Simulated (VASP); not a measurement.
# CoSi (R3) in VASP: further runs

Runs on CoSi. Level: PBEsol. Tasks: single point.

All numbers are computed with VASP 6.6.1; they aren't measurements. Logs are shortened: lines on timing, memory, paths and dates and some standing lists are left out, and cuts for length are marked.

### 1 The cell of the first run

The structure is trigonal, space group R3 (No. 146). Conventional cell: a = 6.202 Å, b = 6.202 Å, c = 7.596 Å, α = 90.00°, β = 90.00°, γ = 120.00°. Within 3.0 Å of Co (site symmetry 3) lie 7 Si at 2.26 to 2.43 Å and 6 Co at 2.57 to 2.93 Å. Within 3.0 Å of Co (site symmetry 1) lie 7 Si at 2.23 to 2.46 Å and 6 Co at 2.57 to 2.93 Å. Within 3.1 Å of Si (site symmetry 3) lie 7 Co at 2.37 to 2.46 Å and 6 Si at 2.61 to 2.76 Å. Si (site symmetry 1) has 7 Co at 2.23 to 2.46 Å and 6 Si at 2.61 to 2.79 Å within 2.9 Å.

### 2 Single point, PBEsol (atoms displaced along a vibrational mode)

File INCAR:

```
SYSTEM = CoSi
PREC = Accurate ; ENCUT = 520
EDIFF = 1E-6 ; ISMEAR = 0
SIGMA = 0.15 ; LREAL = .False.
LASPH = .True. ; NELM = 100
ALGO = Fast ; ISIF = 2
LWAVE = .False. ; LCHARG = .True.
GGA = PS ; LELF = .True.
LVHAR = .True. ; NBANDS = 36
```

File KPOINTS:

```
regular mesh
0
Gamma
  10 10 10
  0 0 0
```

File POSCAR:

```
CoSi
1.0
    4.3858255181      0.0000000000      0.0000000000
    0.0000000000      4.3858255181      0.0000000000
    0.0000000000      0.0000000000      4.3858255181
Co Si
4 4
Direct
    0.1719726854      0.1719726854      0.1719726854
    0.3640772921      0.8460182051      0.6207015174
    0.6207015174      0.3640772921      0.8460182051
    0.8460182051      0.6207015174      0.3640772921
    0.8520336291      0.8520336291      0.8520336291
    0.6618145397      0.1486218093      0.3317181199
    0.3317181199      0.6618145397      0.1486218093
    0.1486218093      0.3317181199      0.6618145397
```

Potentials or basis: VASP PAW PBE potentials, release 64 (Co, Si).

On the command line:

```bash
cat potpaw_PBE.64/Co/POTCAR potpaw_PBE.64/Si/POTCAR > POTCAR
mpirun -np 1 vasp_std > vasp.out
```

OUTCAR:

```text
SYSTEM = CoSi
   PREC = Accurate
   ENCUT = 520
   EDIFF = 1E-6
   ISMEAR = 0
   LREAL = .False.
   LASPH = .True.
   NELM = 100
   ISIF = 2
   GGA = PS

 ion  position               nearest neighbor table
   1  0.172  0.172  0.172-   6 2.26   7 2.26   8 2.26   8 2.35   7 2.35   6 2.35   5 2.43   3 2.57
                             4 2.57   2 2.57   2 2.93   3 2.93   4 2.93
   2  0.364  0.846  0.621-   7 2.23   6 2.25   8 2.34   5 2.37   8 2.45   7 2.46   5 2.46   1 2.57
                             3 2.59   4 2.59   4 2.72   3 2.72   1 2.93
   3  0.621  0.364  0.846-   8 2.23   7 2.25   6 2.34   5 2.37   6 2.45   8 2.46   5 2.46   1 2.57
                             2 2.59   4 2.59   2 2.72   4 2.72   1 2.93
   4  0.846  0.621  0.364-   6 2.23   8 2.25   7 2.34   5 2.37   7 2.45   6 2.46   5 2.46   1 2.57
                             2 2.59   3 2.59   2 2.72   3 2.72   1 2.93
   5  0.852  0.852  0.852-   2 2.37   3 2.37   4 2.37   1 2.43   3 2.46   4 2.46   2 2.46   6 2.61
                             7 2.61   8 2.61   6 2.76   8 2.76   7 2.76
   6  0.662  0.149  0.332-   4 2.23   2 2.25   1 2.26   3 2.34   1 2.35   3 2.45   4 2.46   5 2.61
                             8 2.70   7 2.70   5 2.76   7 2.79   8 2.79
   7  0.332  0.662  0.149-   2 2.23   3 2.25   1 2.26   4 2.34   1 2.35   4 2.45   2 2.46   5 2.61
                             8 2.70   6 2.70   5 2.76   8 2.79   6 2.79
   8  0.149  0.332  0.662-   3 2.23   4 2.25   1 2.26   2 2.34   1 2.35   2 2.45   3 2.46   5 2.61
                             7 2.70   6 2.70   5 2.76   7 2.79   6 2.79

  LATTYP: Found a simple cubic cell.
 ALAT       =     4.3858255181

  Lattice vectors:

 A1 = (   4.3858255181,   0.0000000000,   0.0000000000)
 A2 = (   0.0000000000,   4.3858255181,   0.0000000000)
 A3 = (   0.0000000000,   0.0000000000,   4.3858255181)

Analysis of symmetry for initial positions (statically):
=====================================================================
 Subroutine PRICEL returns:
 Original cell was already a primitive cell.

 Routine SETGRP: Setting up the symmetry group for a
 simple cubic supercell.

 Subroutine GETGRP returns: Found  3 space group operations
 (whereof  3 operations were pure point group operations)
 out of a pool of 48 trial point group operations.

The static configuration has the point symmetry C_3 .

Analysis of symmetry for dynamics (positions and initial velocities):
=====================================================================
 Subroutine PRICEL returns:
 Original cell was already a primitive cell.

 Routine SETGRP: Setting up the symmetry group for a
 simple cubic supercell.

 Subroutine GETGRP returns: Found  3 space group operations
 (whereof  3 operations were pure point group operations)
 out of a pool of 48 trial point group operations.

The dynamic configuration has the point symmetry C_3 .

 Subroutine INISYM returns: Found  3 space group operations
 (whereof  3 operations are pure point group operations),
 and found     1 'primitive' translations

----------------------------------------------------------------------------------------

                                     Primitive cell

  volume of cell :      84.3634

  direct lattice vectors                    reciprocal lattice vectors
     4.385825518  0.000000000  0.000000000     0.228007246  0.000000000  0.000000000
     0.000000000  4.385825518  0.000000000     0.000000000  0.228007246  0.000000000
     0.000000000  0.000000000  4.385825518     0.000000000  0.000000000  0.228007246

  length of vectors
     4.385825518  4.385825518  4.385825518     0.228007246  0.228007246  0.228007246

  position of ions in fractional coordinates (direct lattice)
     0.171972685  0.171972685  0.171972685
     0.364077292  0.846018205  0.620701517
     0.620701517  0.364077292  0.846018205
     0.846018205  0.620701517  0.364077292
     0.852033629  0.852033629  0.852033629
     0.661814540  0.148621809  0.331718120
     0.331718120  0.661814540  0.148621809
     0.148621809  0.331718120  0.661814540

  ion indices of the primitive-cell ions
   primitive index   ion index
                 1           1
                 2           2
                 3           3
                 4           4
                 5           5
                 6           6
                 7           7
                 8           8

----------------------------------------------------------------------------------------

 KPOINTS: regular mesh

Automatic generation of k-mesh.
 Grid dimensions read from file:
 generate k-points for:   10   10   10

 Generating k-lattice:

  Cartesian coordinates                     Fractional coordinates (reciprocal lattice)
     0.022800725  0.000000000  0.000000000     0.100000000  0.000000000  0.000000000
     0.000000000  0.022800725  0.000000000     0.000000000  0.100000000  0.000000000
     0.000000000  0.000000000  0.022800725     0.000000000  0.000000000  0.100000000

  Length of vectors
     0.022800725  0.022800725  0.022800725

  Shift w.r.t. Gamma in fractional coordinates (k-lattice)
     0.000000000  0.000000000  0.000000000

 Subroutine IBZKPT returns following result:
 ===========================================

 Found    172 irreducible k-points:

 Following reciprocal coordinates:
            Coordinates               Weight
  0.000000  0.000000  0.000000      1.000000
  0.100000  0.000000  0.000000      6.000000
  0.200000  0.000000  0.000000      6.000000
  0.300000  0.000000  0.000000      6.000000
  0.400000  0.000000  0.000000      6.000000
  0.500000  0.000000  0.000000      3.000000
[... 16 lines left out ...]
  0.200000  0.200000  0.000000      6.000000
 -0.200000  0.200000  0.000000      6.000000
 [... further k-points ...]
   k-points           NKPTS =    172   k-points in BZ     NKDIM =    172   number of bands    NBANDS=     36
   number of dos      NEDOS =    301   number of ions     NIONS =      8
   total plane-waves  NPLWV =  46656
   dimension x,y,z NGX =    36 NGY =   36 NGZ =   36
   dimension x,y,z NGXF=    72 NGYF=   72 NGZF=   72
   ions per type =               4   4
   NGX,Y,Z   is equivalent  to a cutoff of  13.65, 13.65, 13.65 a.u.
   NGXF,Y,Z  is equivalent  to a cutoff of  27.29, 27.29, 27.29 a.u.
 SYSTEM =  CoSi
   PREC   = accura    normal or accurate (medium, high low for compatibility)
   ISTART =      0    job   : 0-new  1-cont  2-samecut
   ICHARG =      2    charge: 1-file 2-atom 10-const
   ISPIN  =      1    spin polarized calculation?
   LNONCOLLINEAR =      F non collinear calculations
   LSORBIT =      F    spin-orbit coupling
   LASPH  =      T    aspherical Exc in radial PAW
   ENCUT  =  520.0 eV  38.22 Ry    6.18 a.u.   8.15  8.15  8.15*2*pi/ulx,y,z
   NELM   =    100;   NELMIN=  2; NELMDL= -5     # of ELM steps
   EDIFF  = 0.1E-05   stopping-criterion for ELM
   LREAL  =      F    real-space projection
   EDIFFG = 0.1E-04   stopping-criterion for IOM
   NSW    =      0    number of steps for IOM
   IBRION =     -1    ionic relax: 0-MD 1-quasi-New 2-CG
   NFREE  =      0    steps in history (QN), initial steepest desc. (CG)
   ISIF   =      2    stress and relaxation
   ISYM   =      2    0-nonsym 1-usesym 2-fastsym
   POTIM  = 0.5000    time-step for ionic-motion
   TEBEG  =    0.0;   TEEND  =   0.0 temperature during run
   PSTRESS=    0.0 pullay stress
   NELECT =      52.0000    total number of electrons
   NUPDOWN=      -1.0000    fix difference up-down
   EMIN   =  10.00;   EMAX   =-10.00  energy-range for DOS
   EFERMI =   0.00;   METHOD = LEGACY
   ISMEAR =     0;   SIGMA  =   0.15  broadening in eV -4-tet -1-fermi 0-gaus
   EFERMI_NEDOS =   21; number of points for ismear=-14 and -15
   IALGO  =     68    algorithm
   IMIX   =      4    mixing-type and parameters
     AMIX     =   0.40;   BMIX     =  1.00
     AMIX_MAG =   1.60;   BMIX_MAG =  1.00
  volume/ion in A,a.u.               =      10.55        71.16
  Fermi-wavevector in a.u.,A,eV,Ry     =   1.393236  2.632834 26.410347  1.941106
  Thomas-Fermi vector in A             =   2.516901
   LORBIT       =      0    0 simple, 1 ext, 2 COOP (PROOUT), +10 PAW based schemes
   GGA     = PS    functional components
   LHFCALC =     F    Hartree Fock is set to
   AEXX    =    0.0000 exact exchange contribution
   IVDW    =     0    specifies the selected vdW correction
   LEPSILON=     F    determine dielectric tensor
   LRPA    =     F    only Hartree local field effects (RPA)
 non-spin polarized calculation
 RMM-DIIS sequential band-by-band and
 Gauss-broadening in eV      SIGMA  =   0.15
  energy-cutoff  :      520.00
  volume of cell :       84.36
 maximum number of plane-waves:      2301
 NGX is ok and might be reduce to    36
   NGX = 17   NGY = 17   NGZ = 17

 number of electron      52.0000002 magnetization

 Free energy of the ion-electron system (eV)
  ---------------------------------------------------
  ext. energy  EPLUGINS =         0.00000000
  ---------------------------------------------------
  free energy    TOTEN  =       -59.20569620 eV

  energy without entropy =      -59.18985202  energy(sigma->0) =      -59.19777411

 E-fermi :  12.4975     XC(G=0): -13.1225

 val. band max:       12.4949828959   @ k =   0.5000   0.5000   0.0000
 cond. band min:      12.5159883177   @ k =   0.2000   0.2000   0.2000
 fundamental gap:      0.0210054217
 Fermi energy:        12.4974941441

 k-point     1 :       0.0000    0.0000    0.0000
  band No.  band energies     occupation
      1      -1.4599      2.00000
      2       4.0632      2.00000
      3       4.0632      2.00000
      4       4.3333      2.00000
      5       6.8234      2.00000
      6       6.8234      2.00000
[... 28 lines left out ...]
     35      16.3001      0.00000
     36      17.4991      0.00000

 k-point     2 :       0.1000    0.0000    0.0000
  band No.  band energies     occupation
      1      -1.3836      2.00000
      2       3.5150      2.00000
      3       4.1901      2.00000
      4       4.6527      2.00000
      5       6.4604      2.00000
      6       6.8799      2.00000
[... 28 lines left out ...]
     35      16.5834      0.00000
     36      17.7553      0.00000

 k-point     3 :       0.2000    0.0000    0.0000
  band No.  band energies     occupation
      1      -1.1562      2.00000
      2       2.7581      2.00000
      3       4.3328      2.00000
      4       5.0301      2.00000
      5       6.2483      2.00000
      6       6.9957      2.00000
[... 28 lines left out ...]
     35      17.1758      0.00000
     36      17.9466      0.00000

 k-point     4 :       0.3000    0.0000    0.0000
  band No.  band energies     occupation
      1      -0.7826      2.00000
      2       1.9305      2.00000
      3       4.5557      2.00000
      4       5.3621      2.00000
      5       6.1433      2.00000
      6       7.0740      2.00000
[... 28 lines left out ...]
     35      17.4551      0.00000
     36      18.3701      0.00000

 k-point     5 :       0.4000    0.0000    0.0000
  band No.  band energies     occupation
      1      -0.2725      2.00000
      2       1.1200      2.00000
      3       4.8366      2.00000
      4       5.4727      2.00000
      5       6.2151      2.00000
      6       6.9290      2.00000
[... 655 lines left out ...]
 k-point    22 :      -0.1000    0.5000    0.0000
  band No.  band energies     occupation
      1       0.3501      2.00000
      2       0.5305      2.00000
      3       4.8483      2.00000
      4       5.1184      2.00000
      5       6.4520      2.00000
      6       6.5456      2.00000
[... 28 lines left out ...]
     35      17.6968      0.00000
     36      18.0753      0.00000

 k-point    23 :       0.2000    0.2000    0.0000
  band No.  band energies     occupation
      1      -0.8555      2.00000
      2       2.6215      2.00000
      3       3.6823      2.00000
      4       5.3002      2.00000
      5       6.2219      2.00000
      6       6.7193      2.00000
[... 28 lines left out ...]
     35      17.2663      0.00000
     36      17.5576      0.00000

 k-point    24 :      -0.2000    0.2000    0.0000
  band No.  band energies     occupation
      1      -0.8574      2.00000
      2       2.6980      2.00000
      3       3.5310      2.00000
      4       5.4093      2.00000
      5       6.2050      2.00000
      6       6.7445      2.00000
[... 28 lines left out ...]
     35      17.4681      0.00000
     36      17.7081      0.00000

 [... further k-points ...]

------------------------ aborting loop because EDIFF is reached ----------------------------------------

  FORCE on cell =-STRESS in cart. coord.  units (eV):
  Direction    XX          YY          ZZ          XY          YZ          ZX
  --------------------------------------------------------------------------------------
  -------------------------------------------------------------------------------------
  Total        1.7654409      1.7654409      1.7654409      0.4160933      0.4160933      0.4160933
  in kB       33.5281590     33.5281590     33.5281590      7.9021864      7.9021864      7.9021864
  external PRESSURE =      33.5281590 kB  Pullay stress =       0.0000000 kB

 VOLUME and BASIS-vectors are now :
 -----------------------------------------------------------------------------
  energy-cutoff  :      520.00
  volume of cell :       84.36
      direct lattice vectors                 reciprocal lattice vectors
     4.385825518  0.000000000  0.000000000     0.228007246  0.000000000  0.000000000
     0.000000000  4.385825518  0.000000000     0.000000000  0.228007246  0.000000000
     0.000000000  0.000000000  4.385825518     0.000000000  0.000000000  0.228007246

 POSITION                                       TOTAL-FORCE (eV/Angst)
 -----------------------------------------------------------------------------------
      0.75424      0.75424      0.75424        -1.504044     -1.504044     -1.504044
      1.59678      3.71049      2.72229        -0.551234      0.443484      1.456963
      2.72229      1.59678      3.71049         1.456963     -0.551234      0.443484
      3.71049      2.72229      1.59678         0.443484      1.456963     -0.551234
      3.73687      3.73687      3.73687        -0.355778     -0.355778     -0.355778
      2.90260      0.65183      1.45486         0.100643      0.081624      0.328341
      1.45486      2.90260      0.65183         0.328341      0.100643      0.081624
      0.65183      1.45486      2.90260         0.081624      0.328341      0.100643
 -----------------------------------------------------------------------------------
    total drift:                               -0.000042     -0.000042     -0.000041

  FREE ENERGIE OF THE ION-ELECTRON SYSTEM (eV)
  ---------------------------------------------------
  free  energy   TOTEN  =       -59.2056962017 eV

  energy  without entropy=      -59.1898520196  energy(sigma->0) =      -59.19777411
```

Run time: 16 min. Hardware: 1 thread of Oxide Virtual Turin-like, shared host; peak memory 0.46 GiB.

Results:

```yaml
Free_energy: -59.2057 eV
Pressure: 3.4 GPa
Largest_force: 2.605 eV/Å
Band_gap_on_the_k_mesh: zero (bands 26 and 27 overlap by 0.31 eV)
```

Forces on the atoms (eV/Å):
```
Co  -1.504 -1.504 -1.504
Co  -0.551  0.443  1.457
Co   1.457 -0.551  0.443
Co   0.443  1.457 -0.551
Si  -0.356 -0.356 -0.356
Si   0.101  0.082  0.328
Si   0.328  0.101  0.082
Si   0.082  0.328  0.101
```

Caveat: the cell differs from its parent crystal (atoms displaced along a vibrational mode); the cell stands under pressure; the PAW data sets were made with another functional, which shifts forces and pressure a little. Spin polarisation is off, so any magnetic state and its effect on volume and gap are missing.

### 3 Single point, PBEsol (atoms displaced along a vibrational mode)

File INCAR:

```
SYSTEM = CoSi
ALGO = Fast
EDIFF = 1E-7
ENCUT = 520
GGA = PS
ISIF = 2
ISMEAR = 0
LASPH = .True.
LCHARG = .False.
LREAL = .False.
LWAVE = .False.
NBANDS = 36
NELM = 80
PREC = Accurate
SIGMA = 0.15
```

File KPOINTS:

```
k-points
0
Gamma
  10 10 10
  0 0 0
```

File POSCAR:

```
CoSi
1.0
    4.3858255181      0.0000000000      0.0000000000
    0.0000000000      4.3858255181      0.0000000000
    0.0000000000      0.0000000000      4.3858255181
Co Si
4 4
Direct
    0.1258986696      0.1258986696      0.1258986696
    0.3470638472      0.8606081625      0.6643520457
    0.6643520457      0.3470638472      0.8606081625
    0.8606081625      0.6643520457      0.3470638472
    0.8368002657      0.8368002657      0.8368002657
    0.6528136077      0.1627081555      0.3520368976
    0.3520368976      0.6528136077      0.1627081555
    0.1627081555      0.3520368976      0.6528136077
```

Potentials or basis: VASP PAW PBE potentials, release 64 (Co, Si).

On the command line:

```bash
cat potpaw_PBE.64/Co/POTCAR potpaw_PBE.64/Si/POTCAR > POTCAR
mpirun -np 1 vasp_std > vasp.out
```

Run time: 11 min. Hardware: 1 thread of Oxide Virtual Turin-like, shared host; peak memory 0.47 GiB.

Results (log left out):

```yaml
Free_energy: -59.4395 eV
Pressure: 2.1 GPa
Largest_force: 2.337 eV/Å
Band_gap_on_the_k_mesh: zero (bands 26 and 27 overlap by 0.17 eV)
```

Forces in eV/Å, atoms in the order of the input:
```
Co   1.349  1.349  1.349
Co   0.510 -0.431 -1.241
Co  -1.241  0.510 -0.431
Co  -0.431 -1.241  0.510
Si   0.080  0.080  0.080
Si   0.169 -0.201 -0.234
Si  -0.234  0.169 -0.201
Si  -0.201 -0.234  0.169
```

Stress tensor (GPa, compression positive):
```
 2.09 -0.53 -0.53
-0.53  2.09 -0.53
-0.53 -0.53  2.09
```

Levels at points of the mesh, in eV from the Fermi level:
```tsv
k point	band 23	band 24	band 25	band 26	band 27	band 28	band 29	band 30
(0.00, 0.00, 0.00)	-0.74	-0.74	-0.19	0.00	0.00	2.45	2.45	2.51
(0.50, 0.00, 0.00)	-0.76	-0.74	-0.56	-0.40	0.74	1.17	1.41	1.63
(0.50, 0.50, 0.00)	-1.15	-0.92	-0.17	-0.04	0.52	0.67	2.00	2.09
(0.50, 0.50, 0.50)	-1.09	-1.09	-0.48	-0.24	-0.17	-0.17	5.44	5.44
```

Caveat: the cell differs from its parent crystal (atoms displaced along a vibrational mode); the PAW data sets were made with another functional, which shifts forces and pressure a little.

The gap in the log of VASP goes by the Fermi energy; the results here count the filled bands.